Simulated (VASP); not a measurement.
Write the native input for VASP 6.6.1 that does the following.

```yaml
Task: single point
Functional: HSE06
Potentials_or_basis: VASP PAW PBE potentials, release 64 (B, P)
Cutoff: 520 eV
k_mesh: 8 × 8 × 8
Occupations: fermi-dirac, width 0.02 eV
Spin: no spin polarisation
Dipole_correction: no
Grid_for_exact_exchange_PRECFOCK: Normal
Further_INCAR_settings: ALGO = Normal; EDIFF = 1e-06; NBANDS = 11
Share_of_exact_exchange: 0.25
Screening_parameter: 0.2079 1/Å
```

BP:

```
CELL_PARAMETERS angstrom
0.00000 2.15542 2.15542
2.15542 0.00000 2.15542
2.15542 2.15542 0.00000
ATOMIC_POSITIONS crystal
B 0.00000 0.00000 0.00000
P 0.50000 0.50000 0.50000
```

One way to write it, as run:

POSCAR

```
BP
1.0
    0.0000000000      2.1554245244      2.1554245244
    2.1554245244      0.0000000000      2.1554245244
    2.1554245244      2.1554245244      0.0000000000
B P
1 1
Direct
    0.0000000000      0.0000000000      0.0000000000
    0.5000000000      0.5000000000      0.5000000000
```

INCAR.step1

```
SYSTEM = BP
ALGO = Normal
EDIFF = 1E-5
ENCUT = 520
GGA = PE
ISIF = 2
ISMEAR = -1
LASPH = .True.
LCHARG = .False.
LREAL = .False.
LWAVE = .True.
NBANDS = 11
NELM = 100
PREC = Accurate
SIGMA = 0.02
```

INCAR.step2

```
SYSTEM = BP
ALGO = Normal
EDIFF = 1E-6
ENCUT = 520
GGA = PE
HFSCREEN = 0.2079
ISIF = 2
ISMEAR = -1
ISTART = 1
LASPH = .True.
LCHARG = .False.
LHFCALC = .True.
LREAL = .False.
LWAVE = .False.
NBANDS = 11
NELM = 100
PREC = Accurate
PRECFOCK = Normal
SIGMA = 0.02
```

KPOINTS

```
k-points
0
Gamma
  8 8 8
  0 0 0
```

Potentials or basis: VASP PAW PBE potentials, release 64 (B, P).

Command:

```bash
$ cat potpaw_PBE.64/B/POTCAR potpaw_PBE.64/P/POTCAR > POTCAR
$ cp INCAR.step1 INCAR
$ mpirun -np 1 vasp_std > vasp.out
$ cp INCAR.step2 INCAR
$ mpirun -np 1 vasp_std > vasp.out
```

It gave:

The pressure is -4.4 GPa and the band gap on the k mesh is zero (bands 4 and 5 overlap by 4.69 eV).

Caveat: the cell stands under tension; the structure was generated, so it needn't be the stable form of BP; the PAW data sets were made with another functional, which shifts forces and pressure a little.

Wall time 26 min on 1 thread of Intel(R) Xeon(R) Platinum 8488C (Sapphire Rapids), with other jobs on the host, peak memory 0.25 GiB.
